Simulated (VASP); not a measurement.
Al, 1 atom in the cell. It takes space group Fm-3m (No. 225, cubic). The conventional cell has a = 3.984 Å, b = 3.984 Å, c = 3.984 Å, α = 90.00°, β = 90.00°, γ = 90.00°. Within 3.7 Å of Al (site symmetry m-3m) lie 12 Al at 2.82 Å. 

| Item | Value |
| --- | --- |
| Program | VASP 6.6.1 |
| Task | single point |
| Functional | LDA |
| Potentials or basis | VASP PAW LDA potentials, release 64 (Al) |
| Cutoff | 500 eV |
| k mesh | 18 × 18 × 18 |
| Occupations | gaussian, width 0.1 eV |
| Spin | no spin polarisation |
| Dipole correction | no |
| Further INCAR settings | ALGO = Normal; EDIFF = 1e-06; NBANDS = 8 |

Potentials or basis: VASP PAW LDA potentials, release 64 (Al).

Command:

```console
$ cat potpaw_LDA.64/Al/POTCAR > POTCAR
$ mpirun -np 1 vasp_std > vasp.out
```

Hardware: 1 thread of Intel(R) Xeon(R) 6975P-C (Granite Rapids) (shared host).

How long does it take, and how much memory?

It took 6.6 s on 1 thread of Intel(R) Xeon(R) 6975P-C (Granite Rapids), with other jobs on the host, peak memory 0.13 GiB. Counts: scf iterations 9, k points 195.
